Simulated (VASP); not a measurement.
Set up this calculation in VASP 6.6.1, as the native input.

```
Task                   : single point
Functional             : r2SCAN
Potentials or basis    : VASP PAW PBE potentials, release 64 (Al, N)
Cutoff                 : 520 eV
k mesh                 : 8 × 8 × 2
Occupations            : gaussian, width 0.05 eV
Spin                   : no spin polarisation
Dipole correction      : no
Further INCAR settings : ALGO = Normal; EDIFF = 1e-06; NBANDS = 36
```

AlN:

```xyz
12
Lattice="2.1849 -2.1849 0.0000 2.1849 0.0000 -2.1849 8.7396 8.7396 8.7396" Properties=species:S:1:pos:R:3 pbc="T T T"
Al    6.5547    2.1849    4.3698
Al    4.3698    2.1849    2.1849
Al    8.7396    4.3698    4.3698
Al    4.3698   -2.1849   -2.1849
Al    8.7396    6.5547    6.5547
Al    4.3698    0.0000    0.0000
N     7.6472    3.2774    3.2774
N     7.6472    1.0925    1.0925
N     7.6472    5.4623    5.4623
N     3.2774   -1.0925   -1.0925
N     7.6472    7.6472    7.6472
N     3.2774    1.0925    1.0925
```

The input as run:

POSCAR

```
AlN
1.0
    2.1849006262     -2.1849006262      0.0000000000
    2.1849006262      0.0000000000     -2.1849006262
    8.7396025047      8.7396025047      8.7396025047
Al N
6 6
Direct
    1.0000000000      0.0000000000      0.5000000000
    0.3333333333      0.3333333333      0.3333333333
    0.6666666667      0.6666666667      0.6666666667
    1.0000000000      1.0000000000      0.0000000000
    0.3333333333      0.3333333333      0.8333333333
    0.6666666667      0.6666666667      0.1666666667
    0.6666666667      0.6666666667      0.5416666667
    1.0000000000      1.0000000000      0.3750000000
    0.3333333333      0.3333333333      0.7083333333
    0.6666666667      0.6666666667      0.0416666667
    0.0000000000      0.0000000000      0.8750000000
    0.3333333333      0.3333333333      0.2083333333
```

INCAR.step1

```
ALGO = Normal
EDIFF = 1E-4
ENCUT = 520
GGA = PE
ISMEAR = 0
LASPH = True
LCHARG = False
LREAL = False
LWAVE = True
NBANDS = 36
NELM = 80
PREC = Accurate
SIGMA = 0.05
```

INCAR.step2

```
ALGO = Normal
EDIFF = 1E-6
ENCUT = 520
ISIF = 2
ISMEAR = 0
ISTART = 1
LASPH = True
LCHARG = False
LMIXTAU = True
LREAL = False
LWAVE = False
METAGGA = R2SCAN
NBANDS = 36
NELM = 80
PREC = Accurate
SIGMA = 0.05
```

KPOINTS

```
k-points
0
Gamma
  8 8 2
```

Potentials or basis: VASP PAW PBE potentials, release 64 (Al, N).

Command:

```bash
$ cat potpaw_PBE.64/Al/POTCAR potpaw_PBE.64/N/POTCAR > POTCAR
$ cp INCAR.step1 INCAR
$ mpirun -np 1 vasp_std > vasp.out
$ cp INCAR.step2 INCAR
$ mpirun -np 1 vasp_std > vasp.out
```

It gave:

The pressure is -0.4 GPa and the band gap on the k mesh is 3.93 eV.

Caveat: the PAW data sets were made with another functional, which shifts forces and pressure a little.

It took 8.6 min on 1 thread of Intel Xeon 8259CL (shared host), peak memory 0.3 GiB.
